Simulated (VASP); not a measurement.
**WF3: single point with PBE**

WF3:

```
W F
1.0
     4.15106    0.00000    0.00000
     0.00000    4.15106    0.00000
     0.00000    0.00000    4.14873
W F
1 3
Direct
  0.50000 0.50000 0.00015
  0.50000 0.50000 0.50016
  0.50000 0.00000 0.00025
  0.00000 0.50000 0.00025
```

The cell was built from a structure type or drawn by symmetry, and may not be a known phase.

```
Program                : VASP 6.6.1
Task                   : single point
Functional             : PBE
Potentials or basis    : VASP PAW PBE potentials, release 64 (W_sv, F)
Cutoff                 : 520 eV
k mesh                 : 4 × 4 × 4
Occupations            : gaussian, width 0.1 eV
Spin                   : collinear spin
Starting moments       : [1.62, 0.1, 0.1, 0.1] μB
Dipole correction      : no
Further INCAR settings : ALGO = Normal; EDIFF = 1e-07; NBANDS = 30
```

| Quantity | Value |
| --- | --- |
| Pressure | 0.8 GPa |
| Band gap on the k mesh | 0.20 eV (least direct gap 1.10 eV) |
| Net moment | 2.98 μB per cell |
| Site moments | W +2.39; F +0.07 μB |
| Valence electrons inside the program's atomic spheres | W 11.65; F 6.11 |

Stress tensor (GPa, compression positive):
```
0.70 0.00 0.00
0.00 0.70 0.00
0.00 0.00 0.85
```

Levels at points of the mesh, in eV from the valence-band top:
Spin up:
| k point | band 15 | band 16 | band 17 | band 18 | band 19 | band 20 | band 21 | band 22 | band 23 | band 24 |
| --- | --- | --- | --- | --- | --- | --- | --- | --- | --- | --- |
| (0.00, 0.00, 0.00) | -6.82 | -6.82 | -2.18 | -2.18 | -2.18 | 0.45 | 0.55 | 0.56 | 7.05 | 9.62 |
| (0.50, 0.00, 0.00) | -6.87 | -6.86 | -2.15 | -0.93 | -0.93 | 0.59 | 1.28 | 3.90 | 4.81 | 9.47 |
| (0.50, 0.50, 0.00) | -7.14 | -6.31 | -0.90 | -0.90 | -0.04 | 1.08 | 4.54 | 5.93 | 5.93 | 6.00 |
| (0.00, 0.00, 0.50) | -6.86 | -6.86 | -2.15 | -0.93 | -0.93 | 0.59 | 1.28 | 3.90 | 4.82 | 9.47 |
| (0.50, 0.00, 0.50) | -7.13 | -6.32 | -0.90 | -0.90 | -0.03 | 1.07 | 4.55 | 5.94 | 5.94 | 6.00 |
| (0.50, 0.50, 0.50) | -6.31 | -6.31 | 0.00 | 0.00 | 0.00 | 4.55 | 4.56 | 5.64 | 7.47 | 7.47 |
Spin down:
```csv
k point,band 14,band 15,band 16,band 17,band 18,band 19
"(0.00, 0.00, 0.00)",-6.61,-6.61,-6.61,0.20,0.20,0.21
"(0.50, 0.00, 0.00)",-6.70,-6.67,-6.66,0.25,1.27,1.27
"(0.50, 0.50, 0.00)",-6.92,-6.92,-6.10,1.32,1.32,2.10
"(0.00, 0.00, 0.50)",-6.70,-6.66,-6.66,0.25,1.28,1.28
"(0.50, 0.00, 0.50)",-6.91,-6.91,-6.11,1.33,1.33,2.10
"(0.50, 0.50, 0.50)",-6.10,-6.10,-6.10,2.19,2.19,2.19
```

It took 41 s on 1 thread of AMD EPYC 9R45 96-Core Processor (Zen 5), with other jobs on the host, peak memory 0.2 GiB.

Caveat: spin-orbit coupling is left out, which moves the levels of the heavy elements. A k mesh can miss the band edges.
